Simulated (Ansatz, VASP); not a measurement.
**One calculation of Be, two programs**

File INCAR:

```
PREC = Accurate ; ENCUT = 600
EDIFF = 1E-6 ; ISMEAR = 1
SIGMA = 0.1 ; LREAL = False
LASPH = True ; NELM = 100
ALGO = Normal ; ISIF = 3
LWAVE = False ; LCHARG = False
IBRION = 2 ; NSW = 60
EDIFFG = -0.005
```

KPOINTS

```
Automatic mesh
0
Gamma
  27 27 15
```

Contents of POSCAR:

```
Be
1.0
    2.2900000000      0.0000000000      0.0000000000
   -1.1450000000      1.9831981750      0.0000000000
    0.0000000000      0.0000000000      3.5884300000
Be
2
Direct
    0.0000000000      0.0000000000      0.0000000000
    0.3333333333      0.6666666667      0.5000000000
```

Input for Ansatz:

```yaml
crystal:
  lattice:
    - [2.29, 0.0, 0.0]
    - [-1.145, 1.983198175, 0.0]
    - [0.0, 0.0, 3.58843]
  atoms:
    - { symbol: Be, position: [0.0, 0.0, 0.0] }
    - { symbol: Be, position: [0.3333333333, 0.6666666667, 0.5] }
kpoints:
  mp_grid: { grid: [27, 27, 15] }
scf:
  occupations: { method: cold, width: 0.1 }
hamiltonian:
  xc: lda
  pseudopotentials: { kind: paw, azcp: { folder: soft_1 } }
output:
  forces: true
  stress: true
  populations: false
relax:
  f_tol: 0.005
  max_steps: 40
  cell: {}
```

Alike in both runs: task relaxation of cell and atoms; functional LDA; k mesh 27 × 27 × 15; no spin polarisation.

```csv
,VASP,Ansatz
version,VASP 6.6.1,Ansatz 0.2.0
potentials or method,"VASP PAW LDA potentials, release 64 (Be)","plane-wave PAW, scalar-relativistic"
plane-wave cutoff (eV),600,420
occupations,"methfessel-paxton of order 1, width 0.1 eV","cold, width 0.1 eV"
valence electrons in the cell,4,4
```

|  | VASP | Ansatz | Ansatz less VASP |
| --- | --- | --- | --- |
| relaxed volume (Å³/atom) | 7.58 | 7.55 | -0.027 |
| relaxed cell length with the largest relative difference (Å) | 2.232 | 2.229 | -0.0027 |

Ansatz warns that its potentials were made for another functional, while VASP's fit it. LDA's correlation is that of Perdew and Zunger in VASP and of Perdew and Wang (1992) in Ansatz.
